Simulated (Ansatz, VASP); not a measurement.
## Two plane-wave programs on NaCl

```
Na Cl
1.0
     0.00000    2.80273    2.80273
     2.80273    0.00000    2.80273
     2.80273    2.80273    0.00000
Na Cl
1 1
Cartesian
  0.0000 0.0000 0.0000
  2.8027 2.8027 2.8027
```

Alike in both runs: task single point; functional r2SCAN; k mesh 2 × 2 × 2; no spin polarisation.

|  | VASP | Ansatz |
| --- | --- | --- |
| version | VASP 6.6.1 | Ansatz 0.2.0 |
| potentials or method | VASP PAW PBE potentials, release 64 (Na_pv, Cl) | plane waves |
| plane-wave cutoff (eV) | 520 | 500 |
| occupations | gaussian, width 0.01 eV | fixed |
| valence electrons in the cell | 14 | 16 |

```tsv
	VASP	Ansatz	Ansatz less VASP
gap on the k mesh at the Fermi level (eV)	5.91	5.89	-0.025
pressure (GPa)	1.9	2.1	+0.21
```

VASP's potentials were made for PBE, not for r2SCAN. VASP's potentials hold 14 valence electrons a cell and Ansatz's 16, so a difference there can come from the potentials and not from the codes.

The k mesh is coarse, so the values compare programs but aren't converged.
